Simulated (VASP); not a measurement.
A run of VASP 6.6.1 is set up as follows.

Contents of INCAR:

```
PREC = Accurate
ENCUT = 520
EDIFF = 1E-7
ISMEAR = 0
SIGMA = 0.02
LREAL = Auto
LASPH = T
NELM = 80
ALGO = Normal
ISIF = 2
LWAVE = F
LCHARG = F
GGA = PE
NBANDS = 114
NELECT = 192.0
```

File KPOINTS:

```
regular mesh
0
Gamma
  3 3 3
```

The input POSCAR:

```
Ti8HO16
1.0
   -4.6432750091     -4.6432750091      0.0000000000
   -4.6432750091      4.6432750091      0.0000000000
    4.6432750091      0.0000000000     -5.9277640437
Ti O H
8 16 1
Direct
    0.2786160889      0.2455256517      0.5096935333
    1.0083489333     -0.0075596637      0.0166106477
    0.7272204788      0.7726412216      0.4988369946
    0.4891323334      0.4986314476      0.0027646175
    0.1103405448      0.6099532094      0.2551543869
    0.8981589569      0.4003002267      0.7376582414
    0.6275024123      0.1366174237      0.2440911935
    0.3637636044      0.8678810636      0.7514809913
    0.4373595356      0.7454901109      0.4957253660
    0.1936960833      0.5031498626     -0.0001108344
    0.9437756579      0.2465266270      0.4933495967
    0.6898468387     -0.0031986936     -0.0011095246
    0.1188933748      0.9220392132      0.2496772795
    0.8730229699      0.6855981462      0.7474120035
    0.6204770270      0.4343019678      0.2537842244
    0.3703438005      0.1751162944      0.7488376675
    0.0491688460      0.7491245871      0.5004036898
    0.7968855252      0.4564439195     -0.0152592106
    0.5579639988      0.2496598390      0.4990812688
    0.2998061778     -0.0030087528     -0.0015430776
    0.1255609511      0.3150470355      0.2504092587
    0.8522509948      0.0866196262      0.7649100009
    0.6248272035      0.8170893456      0.2464286684
    0.3743920884      0.5656206928      0.7491143317
    0.7896294807      0.2411808114      0.8786360188
```

Potentials or basis: VASP PAW PBE potentials, release 64 (Ti_sv, O, H).

Launch:

```console
$ cat potpaw_PBE.64/Ti_sv/POTCAR potpaw_PBE.64/O/POTCAR potpaw_PBE.64/H/POTCAR > POTCAR
$ mpirun -np 1 vasp_std > vasp.out
```

Question: Predict the largest force.

Answer: 0.090 eV/Å.

Forces in eV/Å, atoms in the order of the input:
```
Ti   0.022  0.036  0.031
Ti  -0.018  0.023  0.041
Ti  -0.023 -0.045 -0.052
Ti  -0.012 -0.024  0.010
Ti  -0.025  0.020  0.011
Ti   0.058  0.022 -0.019
Ti   0.035 -0.015 -0.007
Ti  -0.016 -0.023  0.002
O    0.010  0.006 -0.004
O   -0.005 -0.009 -0.027
O   -0.048 -0.064  0.041
O   -0.032 -0.023  0.020
O    0.046 -0.041 -0.034
O   -0.011  0.015  0.014
O    0.001  0.000 -0.010
O    0.021 -0.022 -0.015
O    0.043  0.046 -0.009
O    0.018  0.015  0.008
O   -0.015 -0.016 -0.004
O    0.020  0.020 -0.016
O   -0.001  0.003 -0.011
O   -0.008  0.006  0.002
O   -0.056  0.045  0.030
O   -0.014  0.015  0.002
H    0.009  0.012 -0.005
```

Caveat: the cell carries a net charge on a neutralising background, which shifts energy and pressure.
